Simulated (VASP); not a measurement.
# GaN (Fm-3m) in VASP: notebook

Aim: see how the results for GaN move with the level of theory and the settings. Levels: PBE, RPBE+D3(BJ). Tasks: single point.

Everything below comes from runs of VASP 6.6.1. Logs are shortened: lines on timing, memory, paths and dates and some standing lists are left out, and cuts for length are marked.

**1. The cell of the first run**

Symmetry: Fm-3m, No. 225, cubic system. The conventional cell has a = 4.270 Å, b = 4.270 Å, c = 4.270 Å, α = 90.00°, β = 90.00°, γ = 90.00°. Within 2.8 Å of Ga (site symmetry m-3m) lie 6 N at 2.14 Å. Within 2.8 Å of N (site symmetry m-3m) lie 6 Ga at 2.14 Å.

**2. Single point, PBE**

File INCAR:

```
PREC = Accurate ; ENCUT = 520
EDIFF = 1E-6 ; ISMEAR = -1
SIGMA = 0.05 ; LREAL = F
LASPH = T ; NELM = 100
ALGO = Normal ; ISIF = 2
LWAVE = F ; LCHARG = F
GGA = PE ; NBANDS = 16
```

File KPOINTS:

```
Automatic mesh
0
Gamma
  11 11 11
```

File POSCAR:

```
GaN
1.0
    0.0000000000      2.1352350000      2.1352350000
    2.1352350000      0.0000000000      2.1352350000
    2.1352350000      2.1352350000      0.0000000000
Ga N
1 1
Direct
    0.0000000000      0.0000000000      0.0000000000
    0.5000000000      0.5000000000      0.5000000000
```

Potentials or basis: VASP PAW PBE potentials, release 64 (Ga_d, N).

The run is started by

```bash
cat potpaw_PBE.64/Ga_d/POTCAR potpaw_PBE.64/N/POTCAR > POTCAR
mpirun -np 1 vasp_std > vasp.out
```

OUTCAR:

```text
PREC = Accurate
   ENCUT = 520
   EDIFF = 1E-6
   ISMEAR = -1
   LREAL = F
   LASPH = T
   NELM = 100
   ISIF = 2
   GGA = PE

 ion  position               nearest neighbor table
   1  0.000  0.000  0.000-   2 2.14   2 2.14   2 2.14   2 2.14   2 2.14   2 2.14
   2  0.500  0.500  0.500-   1 2.14   1 2.14   1 2.14   1 2.14   1 2.14   1 2.14

  LATTYP: Found a face centered cubic cell.
 ALAT       =     4.2704700000

  Lattice vectors:

 A1 = (   0.0000000000,   2.1352350000,   2.1352350000)
 A2 = (   2.1352350000,   0.0000000000,   2.1352350000)
 A3 = (   2.1352350000,   2.1352350000,   0.0000000000)

Analysis of symmetry for initial positions (statically):
=====================================================================
 Subroutine PRICEL returns:
 Original cell was already a primitive cell.

 Routine SETGRP: Setting up the symmetry group for a
 face centered cubic supercell.

 Subroutine GETGRP returns: Found 48 space group operations
 (whereof 48 operations were pure point group operations)
 out of a pool of 48 trial point group operations.

The static configuration has the point symmetry O_h .

Analysis of symmetry for dynamics (positions and initial velocities):
=====================================================================
 Subroutine PRICEL returns:
 Original cell was already a primitive cell.

 Routine SETGRP: Setting up the symmetry group for a
 face centered cubic supercell.

 Subroutine GETGRP returns: Found 48 space group operations
 (whereof 48 operations were pure point group operations)
 out of a pool of 48 trial point group operations.

The dynamic configuration has the point symmetry O_h .

 Subroutine INISYM returns: Found 48 space group operations
 (whereof 48 operations are pure point group operations),
 and found     1 'primitive' translations

----------------------------------------------------------------------------------------

                                     Primitive cell

  volume of cell :      19.4700

  direct lattice vectors                    reciprocal lattice vectors
     0.000000000  2.135235000  2.135235000    -0.234166263  0.234166263  0.234166263
     2.135235000  0.000000000  2.135235000     0.234166263 -0.234166263  0.234166263
     2.135235000  2.135235000  0.000000000     0.234166263  0.234166263 -0.234166263

  length of vectors
     3.019678296  3.019678296  3.019678296     0.405587864  0.405587864  0.405587864

  position of ions in fractional coordinates (direct lattice)
     0.000000000  0.000000000  0.000000000
     0.500000000  0.500000000  0.500000000

  ion indices of the primitive-cell ions
   primitive index   ion index
                 1           1
                 2           2

----------------------------------------------------------------------------------------

 KPOINTS: Automatic mesh

Automatic generation of k-mesh.
 Grid dimensions read from file:
 generate k-points for:   11   11   11

 Generating k-lattice:

  Cartesian coordinates                     Fractional coordinates (reciprocal lattice)
    -0.021287842  0.021287842  0.021287842     0.090909091  0.000000000  0.000000000
     0.021287842 -0.021287842  0.021287842     0.000000000  0.090909091  0.000000000
     0.021287842  0.021287842 -0.021287842     0.000000000  0.000000000  0.090909091

  Length of vectors
     0.036871624  0.036871624  0.036871624

  Shift w.r.t. Gamma in fractional coordinates (k-lattice)
     0.000000000  0.000000000  0.000000000

 Subroutine IBZKPT returns following result:
 ===========================================

 Found     56 irreducible k-points:

 Following reciprocal coordinates:
            Coordinates               Weight
  0.000000  0.000000  0.000000      1.000000
  0.090909  0.000000  0.000000      8.000000
  0.181818  0.000000  0.000000      8.000000
  0.272727  0.000000  0.000000      8.000000
  0.363636  0.000000  0.000000      8.000000
  0.454545  0.000000  0.000000      8.000000
[... 16 lines left out ...]
 -0.272727  0.181818  0.000000     24.000000
 -0.181818  0.181818  0.000000     12.000000
 [... further k-points ...]
   k-points           NKPTS =     56   k-points in BZ     NKDIM =     56   number of bands    NBANDS=     16
   number of dos      NEDOS =    301   number of ions     NIONS =      2
   total plane-waves  NPLWV =  13824
   dimension x,y,z NGX =    24 NGY =   24 NGZ =   24
   dimension x,y,z NGXF=    48 NGYF=   48 NGZF=   48
   ions per type =               1   1
   NGX,Y,Z   is equivalent  to a cutoff of  13.21, 13.21, 13.21 a.u.
   NGXF,Y,Z  is equivalent  to a cutoff of  26.43, 26.43, 26.43 a.u.
 SYSTEM =  unknown system
   PREC   = accura    normal or accurate (medium, high low for compatibility)
   ISTART =      0    job   : 0-new  1-cont  2-samecut
   ICHARG =      2    charge: 1-file 2-atom 10-const
   ISPIN  =      1    spin polarized calculation?
   LNONCOLLINEAR =      F non collinear calculations
   LSORBIT =      F    spin-orbit coupling
   LASPH  =      T    aspherical Exc in radial PAW
   ENCUT  =  520.0 eV  38.22 Ry    6.18 a.u.   5.61  5.61  5.61*2*pi/ulx,y,z
   NELM   =    100;   NELMIN=  2; NELMDL= -5     # of ELM steps
   EDIFF  = 0.1E-05   stopping-criterion for ELM
   LREAL  =      F    real-space projection
   EDIFFG = 0.1E-04   stopping-criterion for IOM
   NSW    =      0    number of steps for IOM
   IBRION =     -1    ionic relax: 0-MD 1-quasi-New 2-CG
   NFREE  =      0    steps in history (QN), initial steepest desc. (CG)
   ISIF   =      2    stress and relaxation
   ISYM   =      2    0-nonsym 1-usesym 2-fastsym
   POTIM  = 0.5000    time-step for ionic-motion
   TEBEG  =    0.0;   TEEND  =   0.0 temperature during run
   PSTRESS=    0.0 pullay stress
   NELECT =      18.0000    total number of electrons
   NUPDOWN=      -1.0000    fix difference up-down
   EMIN   =  10.00;   EMAX   =-10.00  energy-range for DOS
   EFERMI =   0.00;   METHOD = LEGACY
   ISMEAR =    -1;   SIGMA  =   0.05  broadening in eV -4-tet -1-fermi 0-gaus
   EFERMI_NEDOS =   21; number of points for ismear=-14 and -15
   IALGO  =     38    algorithm
   IMIX   =      4    mixing-type and parameters
     AMIX     =   0.40;   BMIX     =  1.00
     AMIX_MAG =   1.60;   BMIX_MAG =  1.00
  volume/ion in A,a.u.               =       9.74        65.70
  Fermi-wavevector in a.u.,A,eV,Ry     =   1.594814  3.013761 34.605481  2.543431
  Thomas-Fermi vector in A             =   2.692830
   LORBIT       =      0    0 simple, 1 ext, 2 COOP (PROOUT), +10 PAW based schemes
   GGA     = PE    functional components
   LHFCALC =     F    Hartree Fock is set to
   AEXX    =    0.0000 exact exchange contribution
   IVDW    =     0    specifies the selected vdW correction
   LEPSILON=     F    determine dielectric tensor
   LRPA    =     F    only Hartree local field effects (RPA)
 non-spin polarized calculation
  energy-cutoff  :      520.00
  volume of cell :       19.47
 maximum number of plane-waves:       534
   NGX = 11   NGY = 11   NGZ = 11

 number of electron      18.0000005 magnetization

 Free energy of the ion-electron system (eV)
  ---------------------------------------------------
  ext. energy  EPLUGINS =         0.00000000
  ---------------------------------------------------
  free energy    TOTEN  =       -11.20668672 eV

  energy without entropy =      -11.20662952  energy(sigma->0) =      -11.20665812

 E-fermi :   7.8330     XC(G=0): -12.9044

 val. band max:        7.5261302526   @ k =  -0.1818   0.1818   0.0000
 cond. band min:       8.0668946251   @ k =   0.4545   0.4545   0.0000
 fundamental gap:      0.5407643725
 Fermi energy:         7.8330150978

 k-point     1 :       0.0000    0.0000    0.0000
  band No.  band energies     occupation
      1      -9.4813      2.00000
      2      -6.4856      2.00000
      3      -6.4856      2.00000
      4      -6.4856      2.00000
      5      -6.3985      2.00000
      6      -6.3985      2.00000
[... 8 lines left out ...]
     15      22.8978      0.00000
     16      22.8978      0.00000

 k-point     2 :       0.0909    0.0000    0.0000
  band No.  band energies     occupation
      1      -9.3254      2.00000
      2      -6.4911      2.00000
      3      -6.4777      2.00000
      4      -6.4777      2.00000
      5      -6.4083      2.00000
      6      -6.4083      2.00000
[... 8 lines left out ...]
     15      23.1276      0.00000
     16      23.1276      0.00000

 k-point     3 :       0.1818    0.0000    0.0000
  band No.  band energies     occupation
      1      -8.8711      2.00000
      2      -6.5054      2.00000
      3      -6.4885      2.00000
      4      -6.4885      2.00000
      5      -6.4021      2.00000
      6      -6.4021      2.00000
[... 8 lines left out ...]
     15      24.0334      0.00000
     16      24.0334      0.00000

 k-point     4 :       0.2727    0.0000    0.0000
  band No.  band energies     occupation
      1      -8.1685      2.00000
      2      -6.5390      2.00000
      3      -6.5390      2.00000
      4      -6.5227      2.00000
      5      -6.3569      2.00000
      6      -6.3569      2.00000
[... 8 lines left out ...]
     15      25.5251      0.00000
     16      25.5251      0.00000

 k-point     5 :       0.3636    0.0000    0.0000
  band No.  band energies     occupation
      1      -7.3451      2.00000
      2      -6.5904      2.00000
      3      -6.5904      2.00000
      4      -6.5342      2.00000
      5      -6.3095      2.00000
      6      -6.3094      2.00000
[... 8 lines left out ...]
     15      27.4881      0.00000
     16      27.4881      0.00000

 k-point     6 :       0.4545    0.0000    0.0000
  band No.  band energies     occupation
      1      -6.7310      2.00000
      2      -6.6214      2.00000
      3      -6.6214      2.00000
      4      -6.5068      2.00000
      5      -6.2804      2.00000
      6      -6.2804      2.00000
[... 8 lines left out ...]
     15      29.6368      0.00000
     16      29.6368      0.00000
[... 267 lines left out ...]
 k-point    21 :      -0.4545    0.1818    0.0000
  band No.  band energies     occupation
      1      -7.3767      2.00000
      2      -6.5844      2.00000
      3      -6.5488      2.00000
      4      -6.4150      2.00000
      5      -6.2734      2.00000
      6      -5.1944      2.00000
[... 8 lines left out ...]
     15      28.0652      0.00000
     16      29.5855      0.00000

 k-point    22 :      -0.3636    0.1818    0.0000
  band No.  band energies     occupation
      1      -7.3534      2.00000
      2      -6.5816      2.00000
      3      -6.5671      2.00000
      4      -6.4379      2.00000
      5      -6.3074      2.00000
      6      -5.4361      2.00000
[... 8 lines left out ...]
     15      27.2385      0.00000
     16      27.7317      0.00000

 k-point    23 :      -0.2727    0.1818    0.0000
  band No.  band energies     occupation
      1      -7.5638      2.00000
      2      -6.5635      2.00000
      3      -6.5603      2.00000
      4      -6.4894      2.00000
      5      -6.3566      2.00000
      6      -5.9105      2.00000
[... 8 lines left out ...]
     15      26.1483      0.00000
     16      28.3357      0.00000

 k-point    24 :      -0.1818    0.1818    0.0000
  band No.  band energies     occupation
      1      -8.0462      2.00000
      2      -6.5365      2.00000
      3      -6.5342      2.00000
      4      -6.5176      2.00000
      5      -6.4019      2.00000
      6      -6.1910      2.00000
[... 8 lines left out ...]
     15      25.4450      0.00000
     16      27.6276      0.00000

 [... further k-points ...]
[... 5 lines left out ...]
  --------------------------------------------------------------------------------------
  -------------------------------------------------------------------------------------
  Total        0.0519992      0.0519992      0.0519992      0.0000000      0.0000000     -0.0000000
  in kB        4.2789787      4.2789787      4.2789787      0.0000000      0.0000000     -0.0000000
  external PRESSURE =       4.2789787 kB  Pullay stress =       0.0000000 kB

 VOLUME and BASIS-vectors are now :
 -----------------------------------------------------------------------------
  energy-cutoff  :      520.00
  volume of cell :       19.47
      direct lattice vectors                 reciprocal lattice vectors
     0.000000000  2.135235000  2.135235000    -0.234166263  0.234166263  0.234166263
     2.135235000  0.000000000  2.135235000     0.234166263 -0.234166263  0.234166263
     2.135235000  2.135235000  0.000000000     0.234166263  0.234166263 -0.234166263

 POSITION                                       TOTAL-FORCE (eV/Angst)
 -----------------------------------------------------------------------------------
      0.00000      0.00000      0.00000         0.000000      0.000000     -0.000000
      2.13524      2.13524      2.13524        -0.000000     -0.000000      0.000000
 -----------------------------------------------------------------------------------
    total drift:                                0.000000     -0.000000     -0.000000

  FREE ENERGIE OF THE ION-ELECTRON SYSTEM (eV)
  ---------------------------------------------------
  free  energy   TOTEN  =       -11.2066867203 eV

  energy  without entropy=      -11.2066295178  energy(sigma->0) =      -11.20665812
```

Run time: 16 s. Hardware: 1 thread of Intel Xeon 8259CL, shared host; peak memory 0.15 GiB.

What came out:

```
Free energy            : -11.2067 eV
Pressure               : 0.4 GPa
Band gap on the k mesh : 0.54 eV (least direct gap 2.37 eV)
```

Levels at points of the mesh, in eV from the valence-band top:
```csv
k point,band 5,band 6,band 7,band 8,band 9,band 10,band 11,band 12,band 13,band 14
"(0.00, 0.00, 0.00)",-13.92,-13.92,-0.49,-0.49,-0.49,1.88,14.53,14.53,14.53,15.37
```

Caveat: semilocal functionals underestimate gaps, and a narrow one can read as zero; an odd mesh through Γ misses points on the zone boundary, where band edges can lie.

[end of part 1 of 2]
